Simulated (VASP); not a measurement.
Input of a VASP 6.6.1 run:

POSCAR

```
Si
1.0
    0.0000000000      0.0000000000     -4.9875981478
    2.6290009032     -4.5535631373      0.0000000000
   -5.2580018062     -0.0000000001      0.0000000000
Si
8
Direct
    0.4899751346      0.5000000000      0.5000000000
    0.0000000000      0.5000000000      0.5000000000
    0.5000000000      0.0000000000      0.5000000000
    0.0000000000      0.0000000000      0.5000000000
    0.5000000000      0.5000000000      0.0000000000
    0.0000000000      0.5000000000      0.0000000000
    0.5000000000      0.0000000000      0.0000000000
    0.0000000000      0.0000000000      0.0000000000
```

Contents of INCAR.step1:

```
SYSTEM = Si
ALGO = Normal
EDIFF = 1E-4
ENCUT = 520
GGA = PE
ISMEAR = 0
LASPH = .TRUE.
LCHARG = .FALSE.
LREAL = .FALSE.
LWAVE = .TRUE.
NBANDS = 26
NELM = 80
PREC = Accurate
SIGMA = 0.15
```

The input INCAR.step2:

```
SYSTEM = Si
ALGO = Normal
EDIFF = 1E-6
ENCUT = 520
ISIF = 2
ISMEAR = 0
ISTART = 1
LASPH = .TRUE.
LCHARG = .FALSE.
LMIXTAU = .TRUE.
LREAL = .FALSE.
LWAVE = .FALSE.
METAGGA = R2SCAN
NBANDS = 26
NELM = 80
PREC = Accurate
SIGMA = 0.15
```

The input KPOINTS:

```
k-points
0
G
  12 12 12
  0 0 0
```

Potentials or basis: VASP PAW PBE potentials, release 64 (Si).

Launch:

```bash
$ cat potpaw_PBE.64/Si/POTCAR > POTCAR
$ cp INCAR.step1 INCAR
$ mpirun -np 1 vasp_std > vasp.out
$ cp INCAR.step2 INCAR
$ mpirun -np 1 vasp_std > vasp.out
```

(1) What does it give for the largest force?

(2) Predict the band gap on the k mesh.

## Answers

(1) 0.307 eV/Å.

(2) zero (bands 16 and 17 overlap by 3.58 eV).

Caveat: the cell differs from its parent crystal (atom 1 (Si) moved +0.050 Å towards its neighbour atom 2 (Si) at 2.494 Å); the PAW data sets were made with another functional, which shifts forces and pressure a little.
